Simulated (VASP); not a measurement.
# AlNi (Cmmm) in VASP: notebook

Runs on AlNi. Level: PBEsol. Tasks: single point.

Program: VASP 6.6.1. These are calculated values, not measurements. Logs are shortened: lines on timing, memory, paths and dates and some standing lists are left out, and cuts for length are marked.

### Step 1. The cell of the first run

The structure is orthorhombic, space group Cmmm (No. 65). Conventional cell: a = 3.997 Å, b = 4.098 Å, c = 2.862 Å, α = 90.00°, β = 90.00°, γ = 90.00°. Within 3.2 Å of Al (site symmetry mmm) lie 8 Ni at 2.46 to 2.50 Å and 6 Al at 2.86 Å. Within 3.2 Å of Ni (site symmetry mmm) lie 8 Al at 2.46 to 2.50 Å and 6 Ni at 2.86 Å.

### Step 2. Single point, PBEsol (strain +0.0250 x Voigt [0, 0, 0, 0, 1, 0])

Contents of INCAR:

```
SYSTEM = AlNi
ALGO = Fast
EDIFF = 1E-6
ENCUT = 520
GGA = PS
ISIF = 2
ISMEAR = 0
LASPH = .TRUE.
LCHARG = .FALSE.
LREAL = .FALSE.
LWAVE = .FALSE.
NBANDS = 14
NELM = 60
PREC = Accurate
SIGMA = 0.15
```

Contents of KPOINTS:

```
k-points
0
G
  20 20 20
  0 0 0
```

Contents of POSCAR:

```
AlNi
1.0
    2.8621655516      0.0000000000      0.0357770694
    0.0000000000      2.8621655516      0.0000000000
    0.0357770694      0.0000000000      2.8621655516
Al Ni
1 1
Direct
    0.0000000000      0.0000000000      0.0000000000
    0.5000000000      0.5000000000      0.5000000000
```

Potentials or basis: VASP PAW PBE potentials, release 64 (Al, Ni).

The run is started by

```console
$ cat potpaw_PBE.64/Al/POTCAR potpaw_PBE.64/Ni/POTCAR > POTCAR
$ mpirun -np 1 vasp_std > vasp.out
```

OUTCAR:

```text
SYSTEM = AlNi
   EDIFF = 1E-6
   ENCUT = 520
   GGA = PS
   ISIF = 2
   ISMEAR = 0
   LASPH = .TRUE.
   LREAL = .FALSE.
   NELM = 60
   PREC = Accurate

 ion  position               nearest neighbor table
   1  0.000  0.000  0.000-   2 2.46   2 2.46   2 2.46   2 2.46   2 2.50   2 2.50   2 2.50   2 2.50

   2  0.500  0.500  0.500-   1 2.46   1 2.46   1 2.46   1 2.46   1 2.50   1 2.50   1 2.50   1 2.50

  LATTYP: Found a base centered orthorhombic cell.
 ALAT       =     3.9971169241
 B/A-ratio  =     1.0253164557
 C/A-ratio  =     0.7160574999

  Lattice vectors:

 A1 = (  -2.8621655516,   0.0000000000,  -0.0357770694)
 A2 = (   0.0357770694,   0.0000000000,   2.8621655516)
 A3 = (   0.0000000000,   2.8621655516,   0.0000000000)

Analysis of symmetry for initial positions (statically):
=====================================================================
 Subroutine PRICEL returns:
 Original cell was already a primitive cell.

 Routine SETGRP: Setting up the symmetry group for a
 base centered orthorhombic supercell.

 Subroutine GETGRP returns: Found  8 space group operations
 (whereof  8 operations were pure point group operations)
 out of a pool of  8 trial point group operations.

The static configuration has the point symmetry D_2h.

Analysis of symmetry for dynamics (positions and initial velocities):
=====================================================================
 Subroutine PRICEL returns:
 Original cell was already a primitive cell.

 Routine SETGRP: Setting up the symmetry group for a
 base centered orthorhombic supercell.

 Subroutine GETGRP returns: Found  8 space group operations
 (whereof  8 operations were pure point group operations)
 out of a pool of  8 trial point group operations.

The dynamic configuration has the point symmetry D_2h.

 Subroutine INISYM returns: Found  8 space group operations
 (whereof  8 operations are pure point group operations),
 and found     1 'primitive' translations

----------------------------------------------------------------------------------------

                                     Primitive cell

  volume of cell :      23.4432

  direct lattice vectors                    reciprocal lattice vectors
     2.862165552  0.000000000  0.035777069     0.349440400  0.000000000 -0.004368005
     0.000000000  2.862165552  0.000000000     0.000000000  0.349385800  0.000000000
     0.035777069  0.000000000  2.862165552    -0.004368005  0.000000000  0.349440400

  length of vectors
     2.862389150  2.862165552  2.862389150     0.349467699  0.349385800  0.349467699

  position of ions in fractional coordinates (direct lattice)
     0.000000000  0.000000000  0.000000000
     0.500000000  0.500000000  0.500000000

  ion indices of the primitive-cell ions
   primitive index   ion index
                 1           1
                 2           2

----------------------------------------------------------------------------------------

 KPOINTS: k-points

Automatic generation of k-mesh.
 Grid dimensions read from file:
 generate k-points for:   20   20   20

 Generating k-lattice:

  Cartesian coordinates                     Fractional coordinates (reciprocal lattice)
     0.017472020  0.000000000 -0.000218400     0.050000000  0.000000000  0.000000000
     0.000000000  0.017469290  0.000000000     0.000000000  0.050000000  0.000000000
    -0.000218400  0.000000000  0.017472020     0.000000000  0.000000000  0.050000000

  Length of vectors
     0.017473385  0.017469290  0.017473385

  Shift w.r.t. Gamma in fractional coordinates (k-lattice)
     0.000000000  0.000000000  0.000000000

 Subroutine IBZKPT returns following result:
 ===========================================

 Found   1221 irreducible k-points:

 Following reciprocal coordinates:
            Coordinates               Weight
  0.000000  0.000000  0.000000      1.000000
  0.050000  0.000000  0.000000      4.000000
  0.100000  0.000000  0.000000      4.000000
  0.150000  0.000000  0.000000      4.000000
  0.200000  0.000000  0.000000      4.000000
  0.250000  0.000000  0.000000      4.000000
[... 16 lines left out ...]
  0.000000  0.100000  0.000000      2.000000
  0.050000  0.100000  0.000000      8.000000
 [... further k-points ...]
   k-points           NKPTS =   1221   k-points in BZ     NKDIM =   1221   number of bands    NBANDS=     14
   number of dos      NEDOS =    301   number of ions     NIONS =      2
   total plane-waves  NPLWV =  13824
   dimension x,y,z NGX =    24 NGY =   24 NGZ =   24
   dimension x,y,z NGXF=    48 NGYF=   48 NGZF=   48
   ions per type =               1   1
   NGX,Y,Z   is equivalent  to a cutoff of  13.94, 13.94, 13.94 a.u.
   NGXF,Y,Z  is equivalent  to a cutoff of  27.88, 27.88, 27.88 a.u.
 SYSTEM =  AlNi
   PREC   = accura    normal or accurate (medium, high low for compatibility)
   ISTART =      0    job   : 0-new  1-cont  2-samecut
   ICHARG =      2    charge: 1-file 2-atom 10-const
   ISPIN  =      1    spin polarized calculation?
   LNONCOLLINEAR =      F non collinear calculations
   LSORBIT =      F    spin-orbit coupling
   LASPH  =      T    aspherical Exc in radial PAW
   ENCUT  =  520.0 eV  38.22 Ry    6.18 a.u.   5.32  5.32  5.32*2*pi/ulx,y,z
   NELM   =     60;   NELMIN=  2; NELMDL= -5     # of ELM steps
   EDIFF  = 0.1E-05   stopping-criterion for ELM
   LREAL  =      F    real-space projection
   EDIFFG = 0.1E-04   stopping-criterion for IOM
   NSW    =      0    number of steps for IOM
   IBRION =     -1    ionic relax: 0-MD 1-quasi-New 2-CG
   NFREE  =      0    steps in history (QN), initial steepest desc. (CG)
   ISIF   =      2    stress and relaxation
   ISYM   =      2    0-nonsym 1-usesym 2-fastsym
   POTIM  = 0.5000    time-step for ionic-motion
   TEBEG  =    0.0;   TEEND  =   0.0 temperature during run
   PSTRESS=    0.0 pullay stress
   NELECT =      13.0000    total number of electrons
   NUPDOWN=      -1.0000    fix difference up-down
   EMIN   =  10.00;   EMAX   =-10.00  energy-range for DOS
   EFERMI =   0.00;   METHOD = LEGACY
   ISMEAR =     0;   SIGMA  =   0.15  broadening in eV -4-tet -1-fermi 0-gaus
   EFERMI_NEDOS =   21; number of points for ismear=-14 and -15
   IALGO  =     68    algorithm
   IMIX   =      4    mixing-type and parameters
     AMIX     =   0.40;   BMIX     =  1.00
     AMIX_MAG =   1.60;   BMIX_MAG =  1.00
  volume/ion in A,a.u.               =      11.72        79.10
  Fermi-wavevector in a.u.,A,eV,Ry     =   1.344984  2.541651 24.612698  1.808982
  Thomas-Fermi vector in A             =   2.472934
   LORBIT       =      0    0 simple, 1 ext, 2 COOP (PROOUT), +10 PAW based schemes
   GGA     = PS    functional components
   LHFCALC =     F    Hartree Fock is set to
   AEXX    =    0.0000 exact exchange contribution
   IVDW    =     0    specifies the selected vdW correction
   LEPSILON=     F    determine dielectric tensor
   LRPA    =     F    only Hartree local field effects (RPA)
 non-spin polarized calculation
 RMM-DIIS sequential band-by-band and
 Gauss-broadening in eV      SIGMA  =   0.15
  energy-cutoff  :      520.00
  volume of cell :       23.44
 maximum number of plane-waves:       649
 NGX is ok and might be reduce to    24
   NGX = 11   NGY = 11   NGZ = 11

 number of electron      13.0000008 magnetization

 Free energy of the ion-electron system (eV)
  ---------------------------------------------------
  ext. energy  EPLUGINS =         0.00000000
  ---------------------------------------------------
  free energy    TOTEN  =       -11.58476862 eV

  energy without entropy =      -11.57509072  energy(sigma->0) =      -11.57992967

 E-fermi :  10.1591     XC(G=0): -12.2624

 val. band max:       10.1579154223   @ k =   0.3500   0.2500   0.0000
 cond. band min:      10.1605262850   @ k =  -0.3500   0.3000   0.0500
 fundamental gap:      0.0026108627
 Fermi energy:        10.1591451623

 k-point     1 :       0.0000    0.0000    0.0000
  band No.  band energies     occupation
      1      -1.1160      2.00000
      2       6.8264      2.00000
      3       6.8300      2.00000
      4       8.5432      2.00000
      5       8.5746      2.00000
      6       8.6101      2.00000
      7      15.6640      0.00000
      8      15.7397      0.00000
      9      15.8325      0.00000
     10      18.3734      0.00000
     11      18.3772      0.00000
     12      24.2480      0.00000
     13      31.2591      0.00000
     14      31.2795      0.00000

 k-point     2 :       0.0500    0.0000    0.0000
  band No.  band energies     occupation
      1      -1.0693      2.00000
      2       6.8262      2.00000
      3       6.8388      2.00000
      4       8.5320      2.00000
      5       8.5539      2.00000
      6       8.6027      2.00000
      7      15.1841      0.00000
      8      15.8017      0.00000
      9      15.8191      0.00000
     10      18.3766      0.00000
     11      18.8874      0.00000
     12      24.4073      0.00000
     13      30.5723      0.00000
     14      30.6916      0.00000

 k-point     3 :       0.1000    0.0000    0.0000
  band No.  band energies     occupation
      1      -0.9293      2.00000
      2       6.8126      2.00000
      3       6.8714      2.00000
      4       8.4853      2.00000
      5       8.4948      2.00000
      6       8.5964      2.00000
      7      14.1193      0.00000
      8      15.9847      0.00000
      9      15.9933      0.00000
     10      18.3834      0.00000
     11      19.8115      0.00000
     12      24.9048      0.00000
     13      29.4045      0.00000
     14      29.5408      0.00000
[... 324 lines left out ...]
 k-point    23 :       0.0000    0.1000    0.0000
  band No.  band energies     occupation
      1      -0.9294      2.00000
      2       6.8101      2.00000
      3       6.8740      2.00000
      4       8.4608      2.00000
      5       8.5319      2.00000
      6       8.5833      2.00000
      7      14.1156      0.00000
      8      15.9121      0.00000
      9      16.0739      0.00000
     10      18.3854      0.00000
     11      19.8074      0.00000
     12      24.9029      0.00000
     13      29.5149      0.00000
     14      29.5684      0.00000

 k-point    24 :       0.0500    0.1000    0.0000
  band No.  band energies     occupation
      1      -0.8829      2.00000
      2       6.8197      2.00000
      3       6.8751      2.00000
      4       8.4478      2.00000
      5       8.5223      2.00000
      6       8.5646      2.00000
      7      14.1492      0.00000
      8      15.4462      0.00000
      9      16.0620      0.00000
     10      18.7464      0.00000
     11      19.9985      0.00000
     12      25.0328      0.00000
     13      28.8857      0.00000
     14      29.5658      0.00000

 [... further k-points ...]

------------------------ aborting loop because EDIFF is reached ----------------------------------------

  FORCE on cell =-STRESS in cart. coord.  units (eV):
  Direction    XX          YY          ZZ          XY          YZ          ZX
  --------------------------------------------------------------------------------------
  -------------------------------------------------------------------------------------
  Total       -0.0012115      0.0059868     -0.0012115      0.0000000      0.0000000     -0.4642286
  in kB       -0.0828002      0.4091549     -0.0828002      0.0000000      0.0000000    -31.7267895
  external PRESSURE =       0.0811848 kB  Pullay stress =       0.0000000 kB

 VOLUME and BASIS-vectors are now :
 -----------------------------------------------------------------------------
  energy-cutoff  :      520.00
  volume of cell :       23.44
      direct lattice vectors                 reciprocal lattice vectors
     2.862165552  0.000000000  0.035777069     0.349440400  0.000000000 -0.004368005
     0.000000000  2.862165552  0.000000000     0.000000000  0.349385800  0.000000000
     0.035777069  0.000000000  2.862165552    -0.004368005  0.000000000  0.349440400

 POSITION                                       TOTAL-FORCE (eV/Angst)
 -----------------------------------------------------------------------------------
      0.00000      0.00000      0.00000         0.000000      0.000000      0.000000
      1.44897      1.43108      1.44897        -0.000000      0.000000      0.000000
 -----------------------------------------------------------------------------------
    total drift:                                0.000000      0.000000     -0.000000

  FREE ENERGIE OF THE ION-ELECTRON SYSTEM (eV)
  ---------------------------------------------------
  free  energy   TOTEN  =       -11.5847686190 eV

  energy  without entropy=      -11.5750907173  energy(sigma->0) =      -11.57992967
```

Run time: 8.4 min. Hardware: 1 thread of Intel Xeon 8259CL, shared host; peak memory 0.5 GiB.

What came out:

```yaml
Free_energy: -11.5848 eV
Pressure: 0.0 GPa
Band_gap_on_the_k_mesh: zero (an odd number of electrons rules out a gap without spin polarisation)
```

Stress tensor (GPa, compression positive):
```
-0.01  0.00 -3.17
 0.00  0.04  0.00
-3.17  0.00 -0.01
```

Caveat: the cell differs from its parent crystal (strain +0.0250 x Voigt [0, 0, 0, 0, 1, 0]); the PAW data sets were made with another functional, which shifts forces and pressure a little. Spin polarisation is off, so any magnetic state and its effect on volume and gap are missing.

[end of part 1 of 2]
